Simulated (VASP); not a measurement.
A run of VASP 6.6.1:

File INCAR:

```
SYSTEM = MoS2
  PREC = Accurate
  ENCUT = 520
  EDIFF = 1E-6
  ISMEAR = -1
  SIGMA = 0.05
  LREAL = .FALSE.
  LASPH = .TRUE.
  NELM = 60
  ALGO = Normal
  ISIF = 2
  LWAVE = .FALSE.
  LCHARG = .TRUE.
  GGA = CA
  LELF = .TRUE.
  LVHAR = .TRUE.
  NBANDS = 20
```

Contents of KPOINTS:

```
regular mesh
0
G
  6 6 5
  0 0 0
```

POSCAR

```
MoS2
1.0
    2.7314644626     -1.5770220910      0.0008373011
    2.7314644626      1.5770220910      0.0008373011
   -0.0015083925      0.0000000000      5.7949483287
Mo S
1 2
Direct
    0.0000000000      0.0000000000      0.0000000000
    0.6666416756      0.6666416756      0.2686228752
    0.3333583244      0.3333583244      0.7313771248
```

Potentials or basis: VASP PAW LDA potentials, release 64 (Mo_sv, S).

Run with:

```sh
$ cat potpaw_LDA.64/Mo_sv/POTCAR potpaw_LDA.64/S/POTCAR > POTCAR
$ mpirun -np 1 vasp_std > vasp.out
```

Hardware: 1 thread of Intel Xeon 8259CL, on a shared host.

How long does it take, and how much memory?

It took 50 s on 1 thread of Intel Xeon 8259CL, with other jobs on the host, peak memory 0.18 GiB. Counts: scf iterations 14, k points 55.
